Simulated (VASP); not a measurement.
# Mg (P6_3/mmc) in VASP: a series of runs

Runs on Mg. Level: PBEsol. Tasks: single point.

Program: VASP 6.6.1. These are calculated values, not measurements. Logs are shortened: lines on timing, memory, paths and dates and some standing lists are left out, and cuts for length are marked.

**1. The cell of the first run**

It takes space group P6_3/mmc (No. 194, hexagonal). Conventional cell: a = 3.388 Å, b = 3.388 Å, c = 4.675 Å, α = 90.00°, β = 90.00°, γ = 120.00°. Mg (site symmetry -6m2) has 12 Mg at 3.05 to 3.39 Å within 4.0 Å.

**2. Single point, PBEsol**

INCAR

```
PREC = Accurate
ENCUT = 520
EDIFF = 1E-6
ISMEAR = 0
SIGMA = 0.15
LREAL = F
LASPH = T
NELM = 100
ALGO = Normal
ISIF = 2
LWAVE = F
LCHARG = T
GGA = PS
LELF = T
LVHAR = T
NBANDS = 9
```

KPOINTS

```
Automatic mesh
0
Gamma
  18 18 10
```

POSCAR

```
Mg
1.0
    3.3879226670      0.0000000000      0.0000000000
   -1.6939613335      2.9340270957      0.0000000000
    0.0000000000      0.0000000000      4.6753182743
Mg
2
Direct
    0.3333333333      0.6666666667      0.2500000000
    0.6666666667      0.3333333333      0.7500000000
```

Potentials or basis: VASP PAW PBE potentials, release 64 (Mg).

On the command line:

```sh
> cat potpaw_PBE.64/Mg/POTCAR > POTCAR
> mpirun -np 1 vasp_std > vasp.out
```

OUTCAR:

```text
PREC = Accurate
   ENCUT = 520
   EDIFF = 1E-6
   ISMEAR = 0
   LREAL = F
   LASPH = T
   NELM = 100
   ISIF = 2
   GGA = PS

 ion  position               nearest neighbor table
   1  0.333  0.667  0.250-   2 3.05   2 3.05   2 3.05   2 3.05   2 3.05   2 3.05
   2  0.667  0.333  0.750-   1 3.05   1 3.05   1 3.05   1 3.05   1 3.05   1 3.05

  LATTYP: Found a hexagonal cell.
 ALAT       =     3.3879226670
 C/A-ratio  =     1.3799955707

  Lattice vectors:

 A1 = (   3.3879226670,   0.0000000000,   0.0000000000)
 A2 = (  -1.6939613335,   2.9340270957,   0.0000000000)
 A3 = (   0.0000000000,   0.0000000000,   4.6753182743)

Analysis of symmetry for initial positions (statically):
=====================================================================
 Subroutine PRICEL returns:
 Original cell was already a primitive cell.

 Routine SETGRP: Setting up the symmetry group for a
 hexagonal supercell.

 Subroutine GETGRP returns: Found 24 space group operations
 (whereof 12 operations were pure point group operations)
 out of a pool of 24 trial point group operations.

The static configuration has the point symmetry D_3d.
 The point group associated with its full space group is D_6h.

Analysis of symmetry for dynamics (positions and initial velocities):
=====================================================================
 Subroutine PRICEL returns:
 Original cell was already a primitive cell.

 Routine SETGRP: Setting up the symmetry group for a
 hexagonal supercell.

 Subroutine GETGRP returns: Found 24 space group operations
 (whereof 12 operations were pure point group operations)
 out of a pool of 24 trial point group operations.

The dynamic configuration has the point symmetry D_3d.
 The point group associated with its full space group is D_6h.

 Subroutine INISYM returns: Found 24 space group operations
 (whereof 12 operations are pure point group operations),
 and found     1 'primitive' translations

----------------------------------------------------------------------------------------

                                     Primitive cell

  volume of cell :      46.4739

  direct lattice vectors                    reciprocal lattice vectors
     3.387922667  0.000000000  0.000000000     0.295166123  0.170414241  0.000000000
    -1.693961334  2.934027096  0.000000000     0.000000000  0.340828482  0.000000000
     0.000000000  0.000000000  4.675318274     0.000000000  0.000000000  0.213889182

  length of vectors
     3.387922667  3.387922667  4.675318274     0.340828482  0.340828482  0.213889182

  position of ions in fractional coordinates (direct lattice)
     0.333333333  0.666666667  0.250000000
     0.666666667  0.333333333  0.750000000

  ion indices of the primitive-cell ions
   primitive index   ion index
                 1           1
                 2           2

----------------------------------------------------------------------------------------

 KPOINTS: Automatic mesh

Automatic generation of k-mesh.
 Grid dimensions read from file:
 generate k-points for:   18   18   10

 Generating k-lattice:

  Cartesian coordinates                     Fractional coordinates (reciprocal lattice)
     0.016398118  0.009467458  0.000000000     0.055555556  0.000000000  0.000000000
     0.000000000  0.018934916  0.000000000     0.000000000  0.055555556  0.000000000
     0.000000000  0.000000000  0.021388918     0.000000000  0.000000000  0.100000000

  Length of vectors
     0.018934916  0.018934916  0.021388918

  Shift w.r.t. Gamma in fractional coordinates (k-lattice)
     0.000000000  0.000000000  0.000000000

 Subroutine IBZKPT returns following result:
 ===========================================

 Found    222 irreducible k-points:

 Following reciprocal coordinates:
            Coordinates               Weight
  0.000000  0.000000  0.000000      1.000000
  0.055556  0.000000  0.000000      6.000000
  0.111111  0.000000  0.000000      6.000000
  0.166667  0.000000  0.000000      6.000000
  0.222222  0.000000  0.000000      6.000000
  0.277778  0.000000  0.000000      6.000000
[... 16 lines left out ...]
  0.333333  0.111111  0.000000     12.000000
  0.388889  0.111111  0.000000     12.000000
 [... further k-points ...]
   k-points           NKPTS =    222   k-points in BZ     NKDIM =    222   number of bands    NBANDS=      9
   number of dos      NEDOS =    301   number of ions     NIONS =      2
   total plane-waves  NPLWV =  28224
   dimension x,y,z NGX =    28 NGY =   28 NGZ =   36
   dimension x,y,z NGXF=    56 NGYF=   56 NGZF=   72
   ions per type =               2
   NGX,Y,Z   is equivalent  to a cutoff of  13.74, 13.74, 12.80 a.u.
   NGXF,Y,Z  is equivalent  to a cutoff of  27.48, 27.48, 25.60 a.u.
 SYSTEM =  unknown system
   PREC   = accura    normal or accurate (medium, high low for compatibility)
   ISTART =      0    job   : 0-new  1-cont  2-samecut
   ICHARG =      2    charge: 1-file 2-atom 10-const
   ISPIN  =      1    spin polarized calculation?
   LNONCOLLINEAR =      F non collinear calculations
   LSORBIT =      F    spin-orbit coupling
   LASPH  =      T    aspherical Exc in radial PAW
   ENCUT  =  520.0 eV  38.22 Ry    6.18 a.u.   6.30  6.30  8.69*2*pi/ulx,y,z
   NELM   =    100;   NELMIN=  2; NELMDL= -5     # of ELM steps
   EDIFF  = 0.1E-05   stopping-criterion for ELM
   LREAL  =      F    real-space projection
   EDIFFG = 0.1E-04   stopping-criterion for IOM
   NSW    =      0    number of steps for IOM
   IBRION =     -1    ionic relax: 0-MD 1-quasi-New 2-CG
   NFREE  =      0    steps in history (QN), initial steepest desc. (CG)
   ISIF   =      2    stress and relaxation
   ISYM   =      2    0-nonsym 1-usesym 2-fastsym
   POTIM  = 0.5000    time-step for ionic-motion
   TEBEG  =    0.0;   TEEND  =   0.0 temperature during run
   PSTRESS=    0.0 pullay stress
   NELECT =       4.0000    total number of electrons
   NUPDOWN=      -1.0000    fix difference up-down
   EMIN   =  10.00;   EMAX   =-10.00  energy-range for DOS
   EFERMI =   0.00;   METHOD = LEGACY
   ISMEAR =     0;   SIGMA  =   0.15  broadening in eV -4-tet -1-fermi 0-gaus
   EFERMI_NEDOS =   21; number of points for ismear=-14 and -15
   IALGO  =     38    algorithm
   IMIX   =      4    mixing-type and parameters
     AMIX     =   0.40;   BMIX     =  1.00
     AMIX_MAG =   1.60;   BMIX_MAG =  1.00
  volume/ion in A,a.u.               =      23.24       156.81
  Fermi-wavevector in a.u.,A,eV,Ry     =   0.722812  1.365916  7.108458  0.522457
  Thomas-Fermi vector in A             =   1.812869
   LORBIT       =      0    0 simple, 1 ext, 2 COOP (PROOUT), +10 PAW based schemes
   GGA     = PS    functional components
   LHFCALC =     F    Hartree Fock is set to
   AEXX    =    0.0000 exact exchange contribution
   IVDW    =     0    specifies the selected vdW correction
   LEPSILON=     F    determine dielectric tensor
   LRPA    =     F    only Hartree local field effects (RPA)
 non-spin polarized calculation
 Gauss-broadening in eV      SIGMA  =   0.15
  energy-cutoff  :      520.00
  volume of cell :       46.47
 maximum number of plane-waves:      1278
 NGX is ok and might be reduce to    28

 number of electron       4.0000000 magnetization

 Free energy of the ion-electron system (eV)
  ---------------------------------------------------
  ext. energy  EPLUGINS =         0.00000000
  ---------------------------------------------------
  free energy    TOTEN  =        -3.33385087 eV

  energy without entropy =       -3.32354295  energy(sigma->0) =       -3.32869691

 E-fermi :   2.5245     XC(G=0):  -8.4891

 val. band max:        2.5179295548   @ k =   0.3333   0.2778   0.2000
 cond. band min:       2.5271172270   @ k =   0.3889   0.2222   0.5000
 fundamental gap:      0.0091876722
 Fermi energy:         2.5245270018

 k-point     1 :       0.0000    0.0000    0.0000
  band No.  band energies     occupation
      1      -4.3534      2.00000
      2       1.8682      2.00000
      3       2.8398      0.00296
      4      11.4382      0.00000
      5      11.4382      0.00000
      6      11.7312      0.00000
      7      11.7312      0.00000
      8      13.6746      0.00000
      9      14.1824      0.00000

 k-point     2 :       0.0556    0.0000    0.0000
  band No.  band energies     occupation
      1      -4.2993      2.00000
      2       1.9167      2.00000
      3       2.8902      0.00057
      4      10.3314      0.00000
      5      10.7788      0.00000
      6      11.7259      0.00000
      7      12.4850      0.00000
      8      14.3490      0.00000
      9      14.7517      0.00000

 k-point     3 :       0.1111    0.0000    0.0000
  band No.  band energies     occupation
      1      -4.1374      2.00000
      2       2.0623      1.99999
      3       3.0397      0.00000
      4       8.8386      0.00000
      5      10.0867      0.00000
      6      11.1693      0.00000
      7      13.4584      0.00000
      8      14.2019      0.00000
      9      15.1887      0.00000

 k-point     4 :       0.1667    0.0000    0.0000
  band No.  band energies     occupation
      1      -3.8681      2.00000
      2       2.3050      1.96154
      3       3.2806      0.00000
      4       7.3665      0.00000
      5       9.4849      0.00000
      6      10.5349      0.00000
      7      12.7969      0.00000
      8      14.4690      0.00000
      9      14.5150      0.00000
[... 205 lines left out ...]
 k-point    22 :       0.2778    0.1111    0.0000
  band No.  band energies     occupation
      1      -2.2678      2.00000
      2       3.1834      0.00000
      3       3.7617      0.00000
      4       4.9428      0.00000
      5       6.3309      0.00000
      6       9.0472      0.00000
      7      10.3163      0.00000
      8      11.7765      0.00000
      9      12.1720      0.00000

 k-point    23 :       0.3333    0.1111    0.0000
  band No.  band energies     occupation
      1      -1.5828      2.00000
      2       2.1082      1.99991
      3       4.3908      0.00000
      4       5.2282      0.00000
      5       6.3391      0.00000
      6       7.9399      0.00000
      7       9.3748      0.00000
      8      11.5143      0.00000
      9      11.8228      0.00000

 k-point    24 :       0.3889    0.1111    0.0000
  band No.  band energies     occupation
      1      -0.8001      2.00000
      2       1.0609      2.00000
      3       5.1070      0.00000
      4       5.3470      0.00000
      5       6.7292      0.00000
      6       6.9340      0.00000
      7       8.4877      0.00000
      8      11.3585      0.00000
      9      11.6269      0.00000

 [... further k-points ...]
[... 5 lines left out ...]
  --------------------------------------------------------------------------------------
  -------------------------------------------------------------------------------------
  Total       -0.7610160     -0.7610160      1.2931315      0.0000000      0.0000000      0.0000000
  in kB      -26.2358754    -26.2358754     44.5804545      0.0000000      0.0000000      0.0000000
  external PRESSURE =      -2.6304321 kB  Pullay stress =       0.0000000 kB

 VOLUME and BASIS-vectors are now :
 -----------------------------------------------------------------------------
  energy-cutoff  :      520.00
  volume of cell :       46.47
      direct lattice vectors                 reciprocal lattice vectors
     3.387922667  0.000000000  0.000000000     0.295166123  0.170414241  0.000000000
    -1.693961334  2.934027096  0.000000000     0.000000000  0.340828482  0.000000000
     0.000000000  0.000000000  4.675318274     0.000000000  0.000000000  0.213889182

 POSITION                                       TOTAL-FORCE (eV/Angst)
 -----------------------------------------------------------------------------------
     -0.00000      1.95602      1.16883         0.000000     -0.000000      0.000000
      1.69396      0.97801      3.50649        -0.000000      0.000000      0.000000
 -----------------------------------------------------------------------------------
    total drift:                               -0.000000      0.000000     -0.000000

  FREE ENERGIE OF THE ION-ELECTRON SYSTEM (eV)
  ---------------------------------------------------
  free  energy   TOTEN  =        -3.3338508682 eV

  energy  without entropy=       -3.3235429493  energy(sigma->0) =       -3.32869691
```

It took 46 s on 1 thread of Intel Xeon 6975P-C, shared host; peak memory 0.23 GiB.

What came out:

* Free energy: -3.3339 eV
* Pressure: -0.3 GPa
* Band gap on the k mesh: zero (band 2 reaches 3.66 eV, above the bottom of band 3 at 1.48 eV)

Caveat: the PAW data sets were made with another functional, which shifts forces and pressure a little.

**3. Single point, PBEsol**

This run uses another cell than the first one, of the same volume but with other edges.

INCAR

```
SYSTEM = Mg
ALGO = Normal ; EDIFF = 1E-6
ENCUT = 520 ; GGA = PS
ISIF = 2 ; ISMEAR = 0
LASPH = .True. ; LCHARG = .True.
LELF = .True. ; LREAL = .False.
LVHAR = .True. ; LWAVE = .False.
NBANDS = 9 ; NELM = 80
PREC = Accurate ; SIGMA = 0.15
```

KPOINTS

```
k-points
0
Gamma
  18 18 10
  0 0 0
```

POSCAR

```
Mg
1.0
    3.0200401386      0.0000000000      0.0000000000
   -1.5100200693      2.6154314804      0.0000000000
    0.0000000000      0.0000000000      5.8837299028
Mg
2
Direct
    0.3333333333      0.6666666667      0.2500000000
    0.6666666667      0.3333333333      0.7500000000
```

Potentials or basis: VASP PAW PBE potentials, release 64 (Mg).

On the command line:

```sh
> cat potpaw_PBE.64/Mg/POTCAR > POTCAR
> mpirun -np 1 vasp_std > vasp.out
```

It took 35 s on 1 thread of Intel Xeon 6975P-C, shared host; peak memory 0.23 GiB.

The run converged. Its results:

- Free energy: -3.3072 eV
- Pressure: 0.4 GPa
- Band gap on the k mesh: zero (band 2 reaches 3.58 eV, above the bottom of band 3 at 0.12 eV)

Stress tensor (GPa, compression positive):
```
 3.13  0.00  0.00
 0.00  3.13  0.00
 0.00  0.00 -5.02
```

Levels at points of the mesh, in eV from the Fermi level:
```
           k point  band 1  band 2  band 3  band 4  band 5
(0.00, 0.00, 0.00)   -6.83   -2.78   -2.35    9.15    9.67
(0.50, 0.00, 0.00)   -1.61   -1.40    2.22    2.68    2.90
(0.00, 0.00, 0.50)   -5.75   -5.75    2.57    2.57   13.37
(0.50, 0.00, 0.50)   -0.82   -0.82   -0.01   -0.01    7.34
```

Caveat: the PAW data sets were made with another functional, which shifts forces and pressure a little.

**4. Single point, PBEsol**

This run uses another cell than the first one, of the same volume but with other edges.

INCAR

```
SYSTEM = Mg
  PREC = Accurate
  ENCUT = 520
  EDIFF = 1E-6
  ISMEAR = 0
  SIGMA = 0.15
  LREAL = .False.
  LASPH = .True.
  NELM = 100
  ALGO = Fast
  ISIF = 2
  LWAVE = .False.
  LCHARG = .False.
  GGA = PS
  NBANDS = 9
```

KPOINTS

```
regular mesh
0
Gamma
  18 18 10
  0 0 0
```

POSCAR

```
Mg
1.0
    3.2997207515      0.0000000000      0.0000000000
   -1.6498603757      2.8576419962      0.0000000000
    0.0000000000      0.0000000000      4.9286023762
Mg
2
Direct
    0.3333333333      0.6666666667      0.2500000000
    0.6666666667      0.3333333333      0.7500000000
```

On the command line:

```sh
> cat potpaw_PBE.64/Mg/POTCAR > POTCAR
> mpirun -np 1 vasp_std > vasp.out
```

Run time: 45 s. Hardware: 1 thread of Intel Xeon 6975P-C, shared host; peak memory 0.24 GiB.

The run converged. Its results:

| Item | Value |
| --- | --- |
| Free energy | -3.4185 eV |
| Pressure | -0.9 GPa |
| Band gap on the k mesh | zero (band 2 reaches 3.71 eV, above the bottom of band 3 at 1.69 eV) |

Stress tensor (GPa, compression positive):
```
-2.22  0.00  0.00
 0.00 -2.22  0.00
 0.00  0.00  1.73
```

Levels at points of the mesh, in eV from the Fermi level:
```
           k point  band 1  band 2  band 3  band 4  band 5
(0.00, 0.00, 0.00)   -6.90   -1.21   -0.47    9.87    9.87
(0.50, 0.00, 0.00)   -2.43   -2.34    2.78    3.22    3.82
(0.00, 0.00, 0.50)   -5.36   -5.36    6.29    6.29   10.79
(0.50, 0.00, 0.50)   -1.19   -1.19   -0.58   -0.58    7.30
```

Caveat: the PAW data sets were made with another functional, which shifts forces and pressure a little.

**5. Single point, PBEsol**

This run uses another cell than the first one, of the same volume but with other edges.

INCAR

```
PREC     = Accurate       # precision mode
ENCUT    = 520            # plane-wave cutoff, eV
EDIFF    = 1E-6           # SCF threshold, eV
ISMEAR   = 0              # smearing method
SIGMA    = 0.15           # smearing width, eV
LREAL    = F              # projectors in reciprocal space
LASPH    = T              # aspherical terms in the spheres
NELM     = 100            # most SCF steps
ALGO     = Normal         # electronic algorithm
ISIF     = 2              # what is computed and relaxed
LWAVE    = F              # write WAVECAR
LCHARG   = F              # write CHGCAR
GGA      = PS             # functional
NBANDS   = 9              # bands
```

KPOINTS

```
Automatic mesh
0
Gamma
  18 18 10
```

POSCAR

```
Mg
1.0
    3.1089153849      0.0000000000      0.0000000000
   -1.5544576924      2.6923997016      0.0000000000
    0.0000000000      0.0000000000      5.5521393023
Mg
2
Direct
    0.3333333333      0.6666666667      0.2500000000
    0.6666666667      0.3333333333      0.7500000000
```

On the command line:

```sh
> cat potpaw_PBE.64/Mg/POTCAR > POTCAR
> mpirun -np 1 vasp_std > vasp.out
```

Wall time 36 s (1 thread of Intel Xeon 6975P-C, shared host); peak memory 0.22 GiB.

It converged, with:

- Free energy: -3.4050 eV
- Pressure: -0.7 GPa
- Band gap on the k mesh: zero (band 2 reaches 3.44 eV, above the bottom of band 3 at 0.44 eV)

Stress tensor (GPa, compression positive):
```
 0.74  0.00  0.00
 0.00  0.74  0.00
 0.00  0.00 -3.63
```

Levels at points of the mesh, in eV from the Fermi level:
```csv
k point,band 1,band 2,band 3,band 4,band 5
"(0.00, 0.00, 0.00)",-6.88,-2.09,-2.09,10.57,11.76
"(0.50, 0.00, 0.00)",-1.88,-1.77,2.58,2.64,2.87
"(0.00, 0.00, 0.50)",-5.66,-5.66,3.63,3.63,12.50
"(0.50, 0.00, 0.50)",-0.98,-0.98,-0.26,-0.26,7.75
```

Caveat: the PAW data sets were made with another functional, which shifts forces and pressure a little.

[end of part 1 of 2]
